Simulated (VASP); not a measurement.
# SnO (P4/nmm) in VASP: a series of runs

SnO is run at these levels: LDA; tasks: single point.

All numbers are computed with VASP 6.6.1; they aren't measurements. Logs are shortened: lines on timing, memory, paths and dates and some standing lists are left out, and cuts for length are marked.

### 1 The cell of the first run

The structure is tetragonal, space group P4/nmm (No. 129). The conventional cell has a = 3.943 Å, b = 3.943 Å, c = 4.283 Å, α = 90.00°, β = 90.00°, γ = 90.00°. Within 3.0 Å of Sn (site symmetry 4mm) lie 4 O at 2.23 Å. O (site symmetry -4m2) has 4 Sn at 2.23 Å and 4 O at 2.79 Å within 3.0 Å.

### 2 Single point, LDA

INCAR

```
PREC     = Accurate       # precision mode
ENCUT    = 520            # plane-wave cutoff, eV
EDIFF    = 1E-6           # SCF threshold, eV
ISMEAR   = 0              # smearing method
SIGMA    = 0.15           # smearing width, eV
LREAL    = F              # projectors in reciprocal space
LASPH    = T              # aspherical terms in the spheres
NELM     = 80             # most SCF steps
ALGO     = Normal         # electronic algorithm
ISIF     = 2              # what is computed and relaxed
LWAVE    = F              # write WAVECAR
LCHARG   = F              # write CHGCAR
NBANDS   = 28             # bands
```

KPOINTS

```
regular mesh
0
Gamma
  10 10 8
```

POSCAR

```
SnO
1.0
    3.9427000000      0.0000000000      0.0000000000
    0.0000000000      3.9427000000      0.0000000000
    0.0000000000      0.0000000000      4.2829000000
Sn O
2 2
Direct
    0.0000000000      0.5000000000      0.2457459271
    0.5000000000      0.0000000000      0.7542540729
    0.0000000000      0.0000000000      0.0000000000
    0.5000000000      0.5000000000      0.0000000000
```

Potentials or basis: VASP PAW LDA potentials, release 64 (Sn_d, O).

Run with:

```
$ cat potpaw_LDA.64/Sn_d/POTCAR potpaw_LDA.64/O/POTCAR > POTCAR
$ mpirun -np 1 vasp_std > vasp.out
```

OUTCAR:

```text
PREC = Accurate
   ENCUT = 520
   EDIFF = 1E-6
   ISMEAR = 0
   LREAL = F
   LASPH = T
   NELM = 80
   ISIF = 2

 ion  position               nearest neighbor table
   1  0.000  0.500  0.246-   3 2.23   4 2.23   3 2.23   4 2.23   2 3.49   2 3.49   2 3.49   2 3.49
                             2 3.54   2 3.54   2 3.54   2 3.54
   2  0.500  0.000  0.754-   3 2.23   4 2.23   4 2.23   3 2.23   1 3.49   1 3.49   1 3.49   1 3.49
                             1 3.54   1 3.54   1 3.54   1 3.54
   3  0.000  0.000  0.000-   1 2.23   2 2.23   1 2.23   2 2.23
   4  0.500  0.500  0.000-   1 2.23   2 2.23   2 2.23   1 2.23

  LATTYP: Found a simple tetragonal cell.
 ALAT       =     3.9427000000
 C/A-ratio  =     1.0862860476

  Lattice vectors:

 A1 = (   3.9427000000,   0.0000000000,   0.0000000000)
 A2 = (   0.0000000000,   3.9427000000,   0.0000000000)
 A3 = (   0.0000000000,   0.0000000000,   4.2829000000)

Analysis of symmetry for initial positions (statically):
=====================================================================
 Subroutine PRICEL returns:
 Original cell was already a primitive cell.

 Routine SETGRP: Setting up the symmetry group for a
 simple tetragonal supercell.

 Subroutine GETGRP returns: Found 16 space group operations
 (whereof  8 operations were pure point group operations)
 out of a pool of 16 trial point group operations.

The static configuration has the point symmetry D_2d.
 The point group associated with its full space group is D_4h.

Analysis of symmetry for dynamics (positions and initial velocities):
=====================================================================
 Subroutine PRICEL returns:
 Original cell was already a primitive cell.

 Routine SETGRP: Setting up the symmetry group for a
 simple tetragonal supercell.

 Subroutine GETGRP returns: Found 16 space group operations
 (whereof  8 operations were pure point group operations)
 out of a pool of 16 trial point group operations.

The dynamic configuration has the point symmetry D_2d.
 The point group associated with its full space group is D_4h.

 Subroutine INISYM returns: Found 16 space group operations
 (whereof  8 operations are pure point group operations),
 and found     1 'primitive' translations

----------------------------------------------------------------------------------------

                                     Primitive cell

  volume of cell :      66.5772
[... 92 lines left out ...]
   NELM   =     80;   NELMIN=  2; NELMDL= -5     # of ELM steps
   EDIFF  = 0.1E-05   stopping-criterion for ELM
   LREAL  =      F    real-space projection
   EDIFFG = 0.1E-04   stopping-criterion for IOM
   NSW    =      0    number of steps for IOM
   IBRION =     -1    ionic relax: 0-MD 1-quasi-New 2-CG
   NFREE  =      0    steps in history (QN), initial steepest desc. (CG)
   ISIF   =      2    stress and relaxation
   ISYM   =      2    0-nonsym 1-usesym 2-fastsym
   POTIM  = 0.5000    time-step for ionic-motion
   TEBEG  =    0.0;   TEEND  =   0.0 temperature during run
   PSTRESS=    0.0 pullay stress
   NELECT =      40.0000    total number of electrons
   NUPDOWN=      -1.0000    fix difference up-down
   EMIN   =  10.00;   EMAX   =-10.00  energy-range for DOS
   EFERMI =   0.00;   METHOD = LEGACY
   ISMEAR =     0;   SIGMA  =   0.15  broadening in eV -4-tet -1-fermi 0-gaus
   EFERMI_NEDOS =   21; number of points for ismear=-14 and -15
   IALGO  =     38    algorithm
   IMIX   =      4    mixing-type and parameters
     AMIX     =   0.40;   BMIX     =  1.00
     AMIX_MAG =   1.60;   BMIX_MAG =  1.00
  volume/ion in A,a.u.               =      16.64       112.32
  Fermi-wavevector in a.u.,A,eV,Ry     =   1.381401  2.610469 25.963564  1.908268
  Thomas-Fermi vector in A             =   2.506189
   LORBIT       =      0    0 simple, 1 ext, 2 COOP (PROOUT), +10 PAW based schemes
   GGA     = CA    functional components
   LHFCALC =     F    Hartree Fock is set to
   AEXX    =    0.0000 exact exchange contribution
   IVDW    =     0    specifies the selected vdW correction
   LEPSILON=     F    determine dielectric tensor
   LRPA    =     F    only Hartree local field effects (RPA)
 non-spin polarized calculation
 Gauss-broadening in eV      SIGMA  =   0.15
  energy-cutoff  :      520.00
  volume of cell :       66.58
 maximum number of plane-waves:      1820
 NGX is ok and might be reduce to    30
   NGX = 15   NGY = 15   NGZ = 15

 number of electron      39.9999983 magnetization

 Free energy of the ion-electron system (eV)
  ---------------------------------------------------
  ext. energy  EPLUGINS =         0.00000000
  ---------------------------------------------------
  free energy    TOTEN  =       -25.56027789 eV

  energy without entropy =      -25.56015875  energy(sigma->0) =      -25.56021832

 E-fermi :   7.1658     XC(G=0): -10.9870

 val. band max:        6.8904574505   @ k =   0.2000   0.2000   0.0000
 cond. band min:       7.3487149953   @ k =   0.5000   0.5000   0.0000
 fundamental gap:      0.4582575448
 Fermi energy:         7.1658034593

 k-point     1 :       0.0000    0.0000    0.0000
  band No.  band energies     occupation
      1     -14.5142      2.00000
      2     -14.0888      2.00000
      3     -14.0888      2.00000
      4     -14.0475      2.00000
      5     -14.0271      2.00000
      6     -14.0161      2.00000
[... 733 lines left out ...]
     27      14.9548      0.00000
     28      16.4332      0.00000

 [... further k-points ...]

------------------------ aborting loop because EDIFF is reached ----------------------------------------

  FORCE on cell =-STRESS in cart. coord.  units (eV):
  Direction    XX          YY          ZZ          XY          YZ          ZX
  --------------------------------------------------------------------------------------
  -------------------------------------------------------------------------------------
  Total       -2.2485525     -2.2485525      1.3710812      0.0000000      0.0000000      0.0000000
  in kB      -54.1113297    -54.1113297     32.9950171      0.0000000      0.0000000      0.0000000
  external PRESSURE =     -25.0758808 kB  Pullay stress =       0.0000000 kB

 VOLUME and BASIS-vectors are now :
 -----------------------------------------------------------------------------
  energy-cutoff  :      520.00
  volume of cell :       66.58
      direct lattice vectors                 reciprocal lattice vectors
     3.942700000  0.000000000  0.000000000     0.253633297  0.000000000  0.000000000
     0.000000000  3.942700000  0.000000000     0.000000000  0.253633297  0.000000000
     0.000000000  0.000000000  4.282900000     0.000000000  0.000000000  0.233486656

 POSITION                                       TOTAL-FORCE (eV/Angst)
 -----------------------------------------------------------------------------------
      0.00000      1.97135      1.05251         0.000000      0.000000      0.336182
      1.97135      0.00000      3.23039        -0.000000     -0.000000     -0.336182
      0.00000      0.00000      0.00000        -0.000000      0.000000      0.000000
      1.97135      1.97135      0.00000        -0.000000     -0.000000      0.000000
 -----------------------------------------------------------------------------------
    total drift:                                0.000000      0.000000      0.000000

  FREE ENERGIE OF THE ION-ELECTRON SYSTEM (eV)
  ---------------------------------------------------
  free  energy   TOTEN  =       -25.5602778867 eV

  energy  without entropy=      -25.5601587530  energy(sigma->0) =      -25.56021832
```

Wall time 2.7 min (1 thread of Intel Xeon Platinum 8559C (Emerald Rapids), shared host); peak memory 0.26 GiB.

Results:

* Free energy: -25.5603 eV
* Pressure: -2.5 GPa
* Largest force: 0.336 eV/Å
* Band gap on the k mesh: 0.46 eV (least direct gap 1.49 eV)

Forces in eV/Å, atoms in the order of the input:
```
Sn   0.000  0.000  0.336
Sn   0.000  0.000 -0.336
O    0.000  0.000  0.000
O    0.000  0.000  0.000
```

Levels at points of the mesh, in eV from the valence-band top:
```
           k point  band 16  band 17  band 18  band 19  band 20  band 21  band 22  band 23  band 24  band 25
(0.00, 0.00, 0.00)    -6.03    -3.05    -3.05    -2.86    -0.30     2.47     4.87     4.87     5.71     6.89
(0.50, 0.00, 0.00)    -4.64    -4.19    -4.19    -1.92    -1.92     3.99     3.99     6.07     6.07     6.62
(0.50, 0.50, 0.00)    -4.28    -2.33    -2.33    -1.03    -1.03     0.46     0.46     5.71     5.71     8.14
(0.00, 0.00, 0.50)    -3.07    -3.06    -3.06    -2.23    -0.86     1.21     2.89     2.89     3.12     8.98
(0.50, 0.00, 0.50)    -5.15    -4.53    -4.53    -0.95    -0.95     3.32     3.32     5.31     5.31     7.09
(0.50, 0.50, 0.50)    -5.11    -2.45    -2.45    -2.33    -2.33     3.27     3.27     5.23     5.23     5.65
```

Caveat: spin-orbit coupling is left out, which moves the levels of the heavy elements.

### 3 Single point, LDA

This run uses another cell than the first one, of 18.91 Å³/atom.

INCAR

```
SYSTEM = SnO
ALGO = Normal
EDIFF = 1E-6
ENCUT = 520
ISIF = 2
ISMEAR = 0
LASPH = .TRUE.
LCHARG = .FALSE.
LREAL = .FALSE.
LWAVE = .FALSE.
NBANDS = 28
NELM = 60
PREC = Accurate
SIGMA = 0.15
```

KPOINTS

```
k-points
0
G
  10 10 8
  0 0 0
```

POSCAR

```
SnO
1.0
    4.0306000000      0.0000000000      0.0000000000
    0.0000000000      4.0306000000      0.0000000000
    0.0000000000      0.0000000000      4.6553197995
Sn O
2 2
Direct
    0.0000000000      0.5000000000      0.2457459271
    0.5000000000      0.0000000000      0.7542540729
    0.0000000000      0.0000000000      0.0000000000
    0.5000000000      0.5000000000      0.0000000000
```

Potentials or basis: VASP PAW LDA potentials, release 64 (Sn_d, O).

Run with:

```
$ cat potpaw_LDA.64/Sn_d/POTCAR potpaw_LDA.64/O/POTCAR > POTCAR
$ mpirun -np 1 vasp_std > vasp.out
```

Run time: 72 s. Hardware: 1 thread of Intel Xeon 6975P-C (Granite Rapids), shared host; peak memory 0.28 GiB.

It converged, with:

| Property | Result |
| --- | --- |
| Free energy | -25.2994 eV |
| Pressure | -11.1 GPa |
| Largest force | 1.152 eV/Å |
| Band gap on the k mesh | 0.54 eV (least direct gap 1.77 eV) |

Forces in eV/Å, atoms in the order of the input:
```
Sn   0.000  0.000 -1.152
Sn   0.000  0.000  1.152
O    0.000  0.000  0.000
O    0.000  0.000  0.000
```

Stress tensor (GPa, compression positive):
```
-13.34   0.00   0.00
  0.00 -13.34   0.00
  0.00   0.00  -6.61
```

Levels at points of the mesh, in eV from the valence-band top:
```csv
k point,band 17,band 18,band 19,band 20,band 21,band 22,band 23,band 24
"(0.00, 0.00, 0.00)",-2.37,-2.32,-2.32,-0.09,2.18,4.64,4.64,5.06
"(0.50, 0.00, 0.00)",-3.64,-3.64,-1.79,-1.79,3.49,3.49,5.70,5.70
"(0.50, 0.50, 0.00)",-1.70,-1.70,-1.23,-1.23,0.54,0.54,5.07,5.07
"(0.00, 0.00, 0.50)",-2.50,-2.34,-2.34,-0.95,1.53,3.00,3.00,3.33
"(0.50, 0.00, 0.50)",-3.71,-3.71,-0.94,-0.94,3.00,3.00,5.17,5.17
"(0.50, 0.50, 0.50)",-2.24,-2.24,-1.70,-1.70,2.99,2.99,4.53,4.53
```

Caveat: the cell stands under tension; spin-orbit coupling is left out, which moves the levels of the heavy elements; forces of over 1 eV/Å act on the atoms, so gaps and moduli don't describe the material at rest.

### 4 Single point, LDA

This run uses another cell than the first one, of 19.54 Å³/atom.

INCAR

```
SYSTEM = SnO
PREC     = Accurate       ! precision mode
ENCUT    = 520            ! plane-wave cutoff, eV
EDIFF    = 1E-6           ! SCF threshold, eV
ISMEAR   = 0              ! smearing method
SIGMA    = 0.15           ! smearing width, eV
LREAL    = .False.        ! projectors in reciprocal space
LASPH    = .True.         ! aspherical terms in the spheres
NELM     = 100            ! most SCF steps
ALGO     = Normal         ! electronic algorithm
ISIF     = 2              ! what is computed and relaxed
LWAVE    = .False.        ! write WAVECAR
LCHARG   = .True.         ! write CHGCAR
GGA      = CA             ! functional
LELF     = .True.         ! ELF
LVHAR    = .True.       
NBANDS   = 28             ! bands
```

KPOINTS

```
regular mesh
0
Gamma
  10 10 8
  0 0 0
```

POSCAR

```
SnO
1.0
    3.9427000000      0.0000000000      0.0000000000
    0.0000000000      3.9427000000      0.0000000000
    0.0000000000      0.0000000000      5.0277000000
Sn O
2 2
Direct
    0.0000000000      0.5000000000      0.2457459271
    0.5000000000      0.0000000000      0.7542540729
    0.0000000000      0.0000000000      0.0000000000
    0.5000000000      0.5000000000      0.0000000000
```

Run with:

```
$ cat potpaw_LDA.64/Sn_d/POTCAR potpaw_LDA.64/O/POTCAR > POTCAR
$ mpirun -np 1 vasp_std > vasp.out
```

It took 82 s on 1 thread of Intel Xeon 6975P-C (Granite Rapids), shared host; peak memory 0.29 GiB.

Results (log left out):

- Free energy: -25.2320 eV
- Pressure: -12.1 GPa
- Largest force: 1.996 eV/Å
- Band gap on the k mesh: 0.22 eV (least direct gap 1.83 eV)

Forces in eV/Å, atoms in the order of the input:
```
Sn   0.000  0.000 -1.996
Sn   0.000  0.000  1.996
O    0.000  0.000  0.000
O    0.000  0.000  0.000
```

Stress tensor (GPa, compression positive):
```
-12.08   0.00   0.00
  0.00 -12.08   0.00
  0.00   0.00 -11.99
```

Levels at points of the mesh, in eV from the valence-band top:
| k point | band 17 | band 18 | band 19 | band 20 | band 21 | band 22 | band 23 | band 24 |
| --- | --- | --- | --- | --- | --- | --- | --- | --- |
| (0.00, 0.00, 0.00) | -2.61 | -2.21 | -2.21 | 0.00 | 1.98 | 4.40 | 4.40 | 4.51 |
| (0.50, 0.00, 0.00) | -3.72 | -3.72 | -2.24 | -2.24 | 2.96 | 2.96 | 5.47 | 5.47 |
| (0.50, 0.50, 0.00) | -1.77 | -1.77 | -1.62 | -1.62 | 0.22 | 0.22 | 4.35 | 4.35 |
| (0.00, 0.00, 0.50) | -2.68 | -2.23 | -2.23 | -1.71 | 1.86 | 2.91 | 2.91 | 3.61 |
| (0.50, 0.00, 0.50) | -3.68 | -3.68 | -1.39 | -1.39 | 2.48 | 2.48 | 5.08 | 5.08 |
| (0.50, 0.50, 0.50) | -2.48 | -2.48 | -1.62 | -1.62 | 2.41 | 2.41 | 3.78 | 3.78 |

Caveat: the cell stands under tension; spin-orbit coupling is left out, which moves the levels of the heavy elements; forces of over 1 eV/Å act on the atoms, so gaps and moduli don't describe the material at rest. A k mesh can miss the band edges.

### 5 Single point, LDA

This run uses another cell than the first one, of 19.66 Å³/atom.

INCAR

```
SYSTEM = SnO
ALGO = Normal ; EDIFF = 1E-6
ENCUT = 520 ; ISIF = 2
ISMEAR = 0 ; LASPH = .TRUE.
LCHARG = .FALSE. ; LREAL = .FALSE.
LWAVE = .FALSE. ; NBANDS = 28
NELM = 60 ; PREC = Accurate
SIGMA = 0.15
```

KPOINTS

```
k-points
0
G
  10 10 8
  0 0 0
```

POSCAR

```
SnO
1.0
    4.0306000000      0.0000000000      0.0000000000
    0.0000000000      4.0306000000      0.0000000000
    0.0000000000      0.0000000000      4.8415000000
Sn O
2 2
Direct
    0.0000000000      0.5000000000      0.2457459271
    0.5000000000      0.0000000000      0.7542540729
    0.0000000000      0.0000000000      0.0000000000
    0.5000000000      0.5000000000      0.0000000000
```

Run with:

```
$ cat potpaw_LDA.64/Sn_d/POTCAR potpaw_LDA.64/O/POTCAR > POTCAR
$ mpirun -np 1 vasp_std > vasp.out
```

Wall time 73 s (1 thread of Intel Xeon 6975P-C (Granite Rapids), shared host); peak memory 0.28 GiB.

The run converged. Its results:

- Free energy: -25.1475 eV
- Pressure: -12.7 GPa
- Largest force: 1.685 eV/Å
- Band gap on the k mesh: 0.47 eV (least direct gap 1.89 eV)

Forces on the atoms (eV/Å):
```
Sn   0.000  0.000 -1.685
Sn   0.000  0.000  1.685
O    0.000  0.000  0.000
O    0.000  0.000  0.000
```

Stress tensor (GPa, compression positive):
```
-14.24   0.00   0.00
  0.00 -14.24   0.00
  0.00   0.00  -9.74
```

Levels at points of the mesh, in eV from the valence-band top:
```tsv
k point	band 17	band 18	band 19	band 20	band 21	band 22	band 23	band 24
(0.00, 0.00, 0.00)	-2.32	-2.14	-2.14	-0.03	2.05	4.51	4.51	4.80
(0.50, 0.00, 0.00)	-3.58	-3.58	-1.87	-1.87	3.25	3.25	5.54	5.54
(0.50, 0.50, 0.00)	-1.54	-1.54	-1.42	-1.42	0.47	0.47	4.76	4.76
(0.00, 0.00, 0.50)	-2.42	-2.16	-2.16	-1.15	1.67	2.98	2.98	3.43
(0.50, 0.00, 0.50)	-3.52	-3.52	-1.05	-1.05	2.80	2.80	5.09	5.09
(0.50, 0.50, 0.50)	-2.26	-2.26	-1.54	-1.54	2.79	2.79	4.19	4.19
```

Caveat: the cell stands under tension; spin-orbit coupling is left out, which moves the levels of the heavy elements; forces of over 1 eV/Å act on the atoms, so gaps and moduli don't describe the material at rest. LDA gaps usually lie below the measured ones, often by a third to a half.

### 6 The runs side by side

| cell | gap on the mesh (eV) | pressure (GPa) | largest force (eV/Å) |
| --- | --- | --- | --- |
| a = 3.943, b = 3.943, c = 4.283 Å, 4 atoms | 0.46 | -2.5 | 0.34 |
| a = 4.031, b = 4.031, c = 4.655 Å, 4 atoms | 0.54 | -11.1 | 1.15 |
| a = 3.943, b = 3.943, c = 5.028 Å, 4 atoms | 0.22 | -12.1 | 2.00 |
| a = 4.031, b = 4.031, c = 4.841 Å, 4 atoms | 0.47 | -12.7 | 1.68 |

Alike in all rows: task single point; level LDA; potentials or basis VASP PAW LDA potentials, release 64 (Sn_d, O); no spin polarisation; k mesh 10 × 10 × 8; cutoff (eV) 520; smearing gaussian 0.15 eV.

Caveats: spin-orbit coupling is left out, which moves the levels of the heavy elements; the cell stands under tension (at least some runs); forces of over 1 eV/Å act on the atoms, so gaps and moduli don't describe the material at rest (at least some runs).

Absolute energies hang on the potentials; compare differences alone.
